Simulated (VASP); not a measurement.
# H in VASP: further runs, part 2 of 2

VASP 6.6.1.

## Step 3: Electric field gradients, PBE (equal xy, yz and zx shear strains of +3 %)

INCAR

```
ALGO = Normal ; EDIFF = 1E-8
ENCUT = 400 ; GGA = PE
GGA_COMPAT = False ; ISIF = 2
ISMEAR = -1 ; LASPH = True
LCHARG = False ; LEFG = True
LREAL = False ; LWAVE = False
NBANDS = 8 ; NELM = 120
PREC = Accurate ; SIGMA = 0.05
```

KPOINTS

```
k-points
0
Gamma
  17 17 9
```

POSCAR

```
H
1.0
    1.9322960424      0.0289844406      0.0289844406
   -0.9410467593      1.6589252401      0.0106090416
    0.0285706820      0.0285706820      1.9047121369
H
2
Direct
    0.3333333333      0.6666666667      0.2500000000
    0.6666666667      0.3333333333      0.7500000000
```

Potentials or basis: VASP PAW PBE potentials, release 64 (H).

Launch:

```console
$ cat potpaw_PBE.64/H/POTCAR > POTCAR
$ mpirun -np 1 vasp_std > vasp.out
```

OUTCAR:

```text
EDIFF = 1E-8
   ENCUT = 400
   GGA = PE
   ISIF = 2
   ISMEAR = -1
   LASPH = True
   LREAL = False
   NELM = 120
   PREC = Accurate

 ion  position               nearest neighbor table
   1  0.333  0.667  0.250-
   2  0.667  0.333  0.750-

  LATTYP: Found a triclinic cell.
 ALAT       =     3.3475878740
 B/A-ratio  =     0.5697473580
 C/A-ratio  =     0.5691084807
 COS(alpha) =     0.0112057054
 COS(beta)  =     0.0302114048
 COS(gamma) =     0.8622746762

  Lattice vectors:

 A1 = (   0.0502025238,   3.3468349208,   0.0502025238)
[... 478 lines left out ...]
  free  energy   TOTEN  =        -4.5392538472 eV

  energy  without entropy=       -4.5374320563  energy(sigma->0) =       -4.53834295

 Electric field gradients (V/A^2)
---------------------------------------------------------------------
 ion       V_xx      V_yy      V_zz      V_xy      V_xz      V_yz
---------------------------------------------------------------------
   1       0.016     0.025    -0.040    -0.022    -0.081    -0.087
   2       0.016     0.025    -0.040    -0.022    -0.081    -0.087
---------------------------------------------------------------------

 Electric field gradients after diagonalization (V/A^2)
 (convention: |V_zz| > |V_xx| > |V_yy|)
----------------------------------------------------------------------
 ion       V_xx      V_yy      V_zz     asymmetry (V_yy - V_xx)/ V_zz
----------------------------------------------------------------------
   1       0.100     0.042    -0.142       0.409
   2       0.100     0.042    -0.142       0.409
----------------------------------------------------------------------

           NMR quadrupolar parameters

 Cq : quadrupolar parameter    Cq=e*Q*V_zz/h
 eta: asymmetry parameters     (V_yy - V_xx)/ V_zz
 Q  : nuclear electric quadrupole moment in mb (millibarn)
----------------------------------------------------------------------
 ion       Cq(MHz)       eta       Q (mb)
----------------------------------------------------------------------
   1      -0.000       0.409       1.000
   2      -0.000       0.409       1.000
----------------------------------------------------------------------
```

OSZICAR:

```text
N       E                     dE             d eps       ncg     rms          rms(c)
DAV:   1    -0.438306066221E+01   -0.43831E+01   -0.90131E+02 25576   0.167E+02
DAV:   2    -0.453626189662E+01   -0.15320E+00   -0.14856E+00 26824   0.704E+00
DAV:   3    -0.453634930693E+01   -0.87410E-04   -0.87407E-04 23776   0.137E-01
DAV:   4    -0.453634930764E+01   -0.70817E-09   -0.10760E-08 28296   0.443E-04
DAV:   5    -0.453634930781E+01   -0.17543E-09   -0.11512E-13 23552   0.771E-07    0.714E-01
DAV:   6    -0.453790831475E+01   -0.15590E-02   -0.14768E-04 24184   0.797E-02    0.439E-01
DAV:   7    -0.453924979947E+01   -0.13415E-02   -0.74160E-04 24408   0.153E-01    0.249E-02
DAV:   8    -0.453925399482E+01   -0.41953E-05   -0.48677E-06 27736   0.129E-02    0.106E-02
DAV:   9    -0.453925384441E+01    0.15041E-06   -0.57893E-08 23824   0.171E-03    0.442E-04
DAV:  10    -0.453925384717E+01   -0.27696E-08   -0.77586E-10 19024   0.175E-04
   1 F= -.45392538E+01 E0= -.45383430E+01  d E =-.182179E-02
```

stdout:

```text
POSCAR found type information on POSCAR H
 POSCAR found :  1 types and       2 ions
 scaLAPACK will be used
 LDA part: xc-table for (Slater+PW92), standard interpolation
 POSCAR, INCAR and KPOINTS ok, starting setup
 FFT: planning ... GRIDC
 FFT: planning ... GRID_SOFT
 FFT: planning ... GRID
 WAVECAR not read
 entering main loop
ion   1
     0.0000116    -0.0219379    -0.0298745     0.4126834    -0.0282900    -0.0004024
     0.0000158    -0.0219379    -0.0298745     0.4126834    -0.0282900    -0.0004024
     0.0000215    -0.0219379    -0.0298745     0.4126834    -0.0282900    -0.0004024
     0.0000293    -0.0219379    -0.0298745     0.4126834    -0.0282900    -0.0004024

     0.0000116    -0.0229485    -0.0312507     0.4316934    -0.0295932    -0.0004209
     0.0000158    -0.0229485    -0.0312507     0.4316934    -0.0295932    -0.0004209
     0.0000215    -0.0229485    -0.0312507     0.4316934    -0.0295932    -0.0004209
     0.0000293    -0.0229485    -0.0312507     0.4316934    -0.0295932    -0.0004209

ion   2
     0.0000116    -0.0219379    -0.0298745     0.4126834    -0.0282900    -0.0004024
     0.0000158    -0.0219379    -0.0298745     0.4126834    -0.0282900    -0.0004024
     0.0000215    -0.0219379    -0.0298745     0.4126834    -0.0282900    -0.0004024
     0.0000293    -0.0219379    -0.0298745     0.4126834    -0.0282900    -0.0004024

     0.0000116    -0.0229485    -0.0312507     0.4316934    -0.0295932    -0.0004209
     0.0000158    -0.0229485    -0.0312507     0.4316934    -0.0295932    -0.0004209
     0.0000215    -0.0229485    -0.0312507     0.4316934    -0.0295932    -0.0004209
     0.0000293    -0.0229485    -0.0312507     0.4316934    -0.0295932    -0.0004209
```

It took 21 s on 1 thread of Intel Xeon Platinum 8488C (Sapphire Rapids), shared host; peak memory 0.13 GiB.

What came out:

```
Free energy                             : -4.5393 eV
Pressure                                : -1.9 GPa
Largest force                           : 0.038 eV/Å
Band gap on the k mesh                  : zero (bands 1 and 2 overlap by 8.00 eV)
Largest electric field gradient by atom : H -0.14 V/Å²
```

Forces on the atoms (eV/Å):
```
H    0.036 -0.007 -0.010
H   -0.036  0.007  0.010
```

Stress tensor (GPa, compression positive):
```
-2.82 -0.30  3.91
-0.30 -2.70  3.60
 3.91  3.60 -0.24
```

Levels at points of the mesh, in eV from the Fermi level:
```csv
k point,band 1,band 2,band 3,band 4,band 5,band 6
"(0.00, 0.00, 0.00)",-16.22,16.71,28.13,36.03,37.60,38.92
```

Caveat: the k points lie up to 0.37 Å⁻¹ apart, too coarse for converged energies and pressures of a metal; the cell differs from its parent crystal (equal xy, yz and zx shear strains of +3 %); without QUAD_EFG the Cq values of the log hold for a quadrupole moment of 1 mb, not for the nuclei.

## Step 4: Electric field gradients, PBE (equal xy, yz and zx shear strains of +1.5 %)

INCAR

```
SYSTEM = H
PREC = Accurate
ENCUT = 520
EDIFF = 1E-8
ISMEAR = -1
SIGMA = 0.05
LREAL = .False.
LASPH = .True.
NELM = 100
ALGO = Normal
ISIF = 2
LWAVE = .False.
LCHARG = .False.
GGA = PE
LEFG = .True.
NBANDS = 8
```

KPOINTS

```
regular mesh
0
Gamma
  17 17 9
  0 0 0
```

POSCAR

```
H
1.0
    1.9322960424      0.0144922203      0.0144922203
   -0.9535973903      1.6661713502      0.0053045208
    0.0142853410      0.0142853410      1.9047121369
H
2
Direct
    0.3333333333      0.6666666667      0.2500000000
    0.6666666667      0.3333333333      0.7500000000
```

Potentials or basis: VASP PAW PBE potentials, release 64 (H).

Launch:

```console
$ cat potpaw_PBE.64/H/POTCAR > POTCAR
$ mpirun -np 1 vasp_std > vasp.out
```

OUTCAR:

```text
SYSTEM = H
   PREC = Accurate
   ENCUT = 520
   EDIFF = 1E-8
   ISMEAR = -1
   LREAL = .False.
   LASPH = .True.
   NELM = 100
   ISIF = 2
   GGA = PE

 ion  position               nearest neighbor table
   1  0.333  0.667  0.250-
   2  0.667  0.333  0.750-

  LATTYP: Found a triclinic cell.
 ALAT       =     3.3470231749
 B/A-ratio  =     0.5735742823
 C/A-ratio  =     0.5691084807
 COS(alpha) =     0.0055466261
 COS(beta)  =     0.0150545563
 COS(gamma) =     0.8641498395

[... 477 lines left out ...]

  FREE ENERGIE OF THE ION-ELECTRON SYSTEM (eV)
  ---------------------------------------------------
  free  energy   TOTEN  =        -4.5411381288 eV

  energy  without entropy=       -4.5394673776  energy(sigma->0) =       -4.54030275

 Electric field gradients (V/A^2)
---------------------------------------------------------------------
 ion       V_xx      V_yy      V_zz      V_xy      V_xz      V_yz
---------------------------------------------------------------------
   1       0.010     0.035    -0.045     0.001    -0.070    -0.063
   2       0.010     0.035    -0.045     0.001    -0.070    -0.063
---------------------------------------------------------------------

 Electric field gradients after diagonalization (V/A^2)
 (convention: |V_zz| > |V_xx| > |V_yy|)
----------------------------------------------------------------------
 ion       V_xx      V_yy      V_zz     asymmetry (V_yy - V_xx)/ V_zz
----------------------------------------------------------------------
   1       0.090     0.022    -0.113       0.608
   2       0.090     0.022    -0.113       0.608
----------------------------------------------------------------------

           NMR quadrupolar parameters

 Cq : quadrupolar parameter    Cq=e*Q*V_zz/h
 eta: asymmetry parameters     (V_yy - V_xx)/ V_zz
 Q  : nuclear electric quadrupole moment in mb (millibarn)
----------------------------------------------------------------------
 ion       Cq(MHz)       eta       Q (mb)
----------------------------------------------------------------------
   1      -0.000       0.608       1.000
   2      -0.000       0.608       1.000
----------------------------------------------------------------------
```

OSZICAR:

```text
N       E                     dE             d eps       ncg     rms          rms(c)
DAV:   1    -0.428887286722E+01   -0.42889E+01   -0.10118E+03 24424   0.204E+02
DAV:   2    -0.453864875533E+01   -0.24978E+00   -0.24015E+00 27552   0.905E+00
DAV:   3    -0.453887463094E+01   -0.22588E-03   -0.22585E-03 22808   0.241E-01
DAV:   4    -0.453887463580E+01   -0.48658E-08   -0.48728E-08 29504   0.108E-03
DAV:   5    -0.453887463572E+01    0.86036E-10   -0.68891E-13 22704   0.236E-06    0.655E-01
DAV:   6    -0.454001315844E+01   -0.11385E-02   -0.12114E-04 25152   0.634E-02    0.403E-01
DAV:   7    -0.454113413270E+01   -0.11210E-02   -0.68101E-04 24008   0.133E-01    0.228E-02
DAV:   8    -0.454113843902E+01   -0.43063E-05   -0.54920E-06 28000   0.146E-02    0.102E-02
DAV:   9    -0.454113812669E+01    0.31233E-06   -0.47804E-08 25040   0.158E-03    0.482E-04
DAV:  10    -0.454113812881E+01   -0.21139E-08   -0.58056E-10 18696   0.151E-04
   1 F= -.45411381E+01 E0= -.45403028E+01  d E =-.167075E-02
```

It took 24 s on 1 thread of Intel Xeon 8259CL, shared host; peak memory 0.15 GiB.

Results:

| Property | Result |
| --- | --- |
| Free energy | -4.5411 eV |
| Pressure | -0.3 GPa |
| Largest force | 0.036 eV/Å |
| Band gap on the k mesh | zero (bands 1 and 2 overlap by 8.11 eV) |
| Largest electric field gradient by atom | H -0.11 V/Å² |

Forces in eV/Å, atoms in the order of the input:
```
H    0.034 -0.009 -0.002
H   -0.034  0.009  0.002
```

Caveat: the k points lie up to 0.37 Å⁻¹ apart, too coarse for converged energies and pressures of a metal; the cell differs from its parent crystal (equal xy, yz and zx shear strains of +1.5 %); without QUAD_EFG the Cq values of the log hold for a quadrupole moment of 1 mb, not for the nuclei.

## Step 5: Overview

```tsv
cell	cutoff (eV)	gap on the mesh (eV)	pressure (GPa)	largest force (eV/Å)
a = 1.932, b = 1.932, c = 1.905 Å, angles 90.0, 90.0, 120.0°, 2 atoms, atomic positions A	400	none	-2.0	0.27
a = 1.933, b = 1.907, c = 1.905 Å, angles 89.4, 88.3, 118.7°, 2 atoms, atomic positions B	400	none	-1.9	0.04
a = 1.932, b = 1.920, c = 1.905 Å, angles 89.7, 89.1, 119.4°, 2 atoms, atomic positions B	520	none	-0.3	0.04
```

Alike in all rows: task electric field gradients; level PBE; potentials or basis VASP PAW PBE potentials, release 64 (H); no spin polarisation; k mesh 17 × 17 × 9; smearing fermi-dirac 0.05 eV.

Caveats: all runs use coarse meshes.

Total energies depend on the potentials used, so only differences within one code and one set of settings carry meaning.
